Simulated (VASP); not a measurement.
Set up this calculation in VASP 6.6.1, as the native input.

```
Task                               : single point
Functional                         : HSE06
Potentials or basis                : VASP PAW PBE potentials, release 64 (Be, Te)
Cutoff                             : 520 eV
k mesh                             : 6 × 6 × 6
Occupations                        : gaussian, width 0.01 eV
Spin                               : no spin polarisation
Dipole correction                  : no
Grid for exact exchange (PRECFOCK) : Normal
Further INCAR settings             : ALGO = Normal; EDIFF = 1e-06; NBANDS = 11
Share of exact exchange            : 0.25
Screening parameter                : 0.2079 1/Å
```

The system is BeTe.

```
Be Te
1.0
     0.00000    2.91348    2.82862
     2.91348    0.00000    2.82862
     2.91348    2.91348    0.00000
Be Te
1 1
Direct
  0.00000 0.00000 0.00000
  0.25000 0.25000 0.25000
```

This cell differs from its parent crystal: biaxial xy strain +3.0%.

The input as run:

POSCAR

```
BeTe
1.0
    0.0000000000      2.9134815623      2.8286228760
    2.9134815623      0.0000000000      2.8286228760
    2.9134815623      2.9134815623      0.0000000000
Be Te
1 1
Direct
    0.0000000000      0.0000000000      0.0000000000
    0.2500000000      0.2500000000      0.2500000000
```

INCAR.step1

```
SYSTEM = BeTe
PREC = Accurate
ENCUT = 520
EDIFF = 1E-5
ISMEAR = 0
SIGMA = 0.01
LREAL = .FALSE.
LASPH = .TRUE.
NELM = 80
ALGO = Normal
ISIF = 2
LWAVE = .TRUE.
NBANDS = 11
GGA = PE
```

INCAR.step2

```
SYSTEM = BeTe
PREC = Accurate
ENCUT = 520
EDIFF = 1E-6
ISMEAR = 0
SIGMA = 0.01
LREAL = .FALSE.
LASPH = .TRUE.
NELM = 80
ALGO = Normal
ISIF = 2
LWAVE = .FALSE.
LCHARG = .TRUE.
GGA = PE
LHFCALC = .TRUE.
HFSCREEN = 0.2079
PRECFOCK = Normal
LELF = .TRUE.
LVHAR = .TRUE.
NBANDS = 11
ISTART = 1
```

KPOINTS

```
regular mesh
0
G
  6 6 6
  0 0 0
```

Potentials or basis: VASP PAW PBE potentials, release 64 (Be, Te).

Launch:

```bash
$ cat potpaw_PBE.64/Be/POTCAR potpaw_PBE.64/Te/POTCAR > POTCAR
$ cp INCAR.step1 INCAR
$ mpirun -np 1 vasp_std > vasp.out
$ cp INCAR.step2 INCAR
$ mpirun -np 1 vasp_std > vasp.out
```

Results of the run:

```json
{
  "Pressure": "-4.0 GPa",
  "Band gap on the k mesh": "2.60 eV (least direct gap 3.96 eV)"
}
```

Caveat: the cell differs from its parent crystal (biaxial xy strain +3.0%); the cell stands under tension; the PAW data sets were made with another functional, which shifts forces and pressure a little; spin-orbit coupling is left out, which moves the levels of the heavy elements.

It took 31 min on 1 thread of AMD EPYC 7R13 Processor (Zen 3), on a shared host, peak memory 0.28 GiB.
